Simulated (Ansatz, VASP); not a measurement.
**Two plane-wave programs on Al**

```
Al
1.0
     2.81246    0.00000    0.00000
    -1.40623    2.43566    0.00000
     0.00000    0.00000    4.86685
Al
2
Direct
  0.33333 0.66667 0.25000
  0.66667 0.33333 0.75000
```

Alike in both runs: task relaxation of cell and atoms; functional B3LYP; k mesh 6 × 6 × 3; occupations fermi-dirac, width 0.05 eV; no spin polarisation.

```csv
,VASP,Ansatz
version,VASP 6.6.1,Ansatz 0.2.0
potentials or method,"VASP PAW PBE potentials, release 64 (Al)",Ansatz PAW
plane-wave cutoff (eV),600,420
valence electrons in the cell,6,6
```

VASP gave:

```
gap on the k mesh at the Fermi level, each at its own relaxed structure (eV) : none
relaxed volume (Å³/atom)                                                     : 17.45
relaxed cell length with the largest relative difference (Å)                 : 4.788
```

Task: Which values does Ansatz return?

Result: gap on the k mesh at the Fermi level, each at its own relaxed structure (eV): none; relaxed volume (Å³/atom): 17.42; relaxed cell length with the largest relative difference (Å): 4.784.

VASP's potentials were made for PBE, not for B3LYP. A gap of «none» marks a metal or a gap that the smearing closes.

The k mesh is coarse, so the values compare programs but aren't converged. Noted on Ansatz's run: the plane-wave basis is chosen anew once the cell has moved, so the energies of steps on either side of that aren't comparable.
